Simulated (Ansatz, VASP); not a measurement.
TiTe2: VASP beside Ansatz

Contents of INCAR:

```
SYSTEM = TiTe2
ALGO = Normal
EDIFF = 1E-6
ENCUT = 520
GGA = PS
ISIF = 2
ISMEAR = -1
LASPH = .TRUE.
LCHARG = .FALSE.
LREAL = .FALSE.
LWAVE = .FALSE.
NBANDS = 19
NELM = 60
PREC = Accurate
SIGMA = 0.05
```

File KPOINTS:

```
k-points
0
G
  8 8 4
  0 0 0
```

Contents of POSCAR:

```
TiTe2
1.0
    3.8267030682      0.0000000000      0.0000000000
   -1.9133515341      3.3140220698      0.0000000000
    0.0000000000      0.0000000000      6.5835098060
Te Ti
2 1
Direct
    0.3333333333      0.6666666667      0.7372000000
    0.6666666667      0.3333333333      0.2628000000
    0.0000000000      0.0000000000      0.0000000000
```

The input input.yaml:

```yaml
crystal:
  lattice:
    - [3.8267030682, 0.0, 0.0]
    - [-1.9133515341, 3.3140220698, 0.0]
    - [0.0, 0.0, 6.583509806]
  atoms:
    - { symbol: Te, position: [0.3333333333, 0.6666666667, 0.7372] }
    - { symbol: Te, position: [0.6666666667, 0.3333333333, 0.2628] }
    - { symbol: Ti, position: [0.0, 0.0, 0.0] }
kpoints:
  mp_grid: { grid: [8, 8, 4] }
scf:
  occupations: { method: fermi_dirac, width: 0.05 }
hamiltonian:
  xc: pbesol
  pseudopotentials: { kind: all_electron, lapw: { basis_error: 0.002 } }
output:
  forces: true
  stress: true
  eigenvalues: true
```

Change from the starting cell: volume scaled by 1.04.

Alike in both runs: task single point; functional PBEsol; k mesh 8 × 8 × 4; occupations fermi-dirac, width 0.05 eV; no spin polarisation.

|  | VASP | Ansatz |
| --- | --- | --- |
| version | VASP 6.6.1 | Ansatz 0.2.0 |
| potentials or method | VASP PAW PBE potentials, release 64 (Te, Ti_sv), cutoff 520 eV | all-electron LAPW, scalar-relativistic |

```tsv
	VASP	Ansatz	Ansatz less VASP
gap on the k mesh at the Fermi level (eV)	none	none	-
pressure (GPa)	-4.4	-4.4	-0.04
traceless stress, the component that is largest in VASP (GPa)	0.23	0.22	-0.013
rms of the force components (eV/Å)	0.198	0.207	+0.0092
```

VASP's potentials were made for PBE, not for PBEsol. Atom by atom the forces differ by 0.009 eV/Å (rms over components). A gap of «none» marks a metal or a gap that the smearing closes. Ansatz ran all-electron here, and VASP with PAW potentials.

Spin-orbit coupling is off throughout.
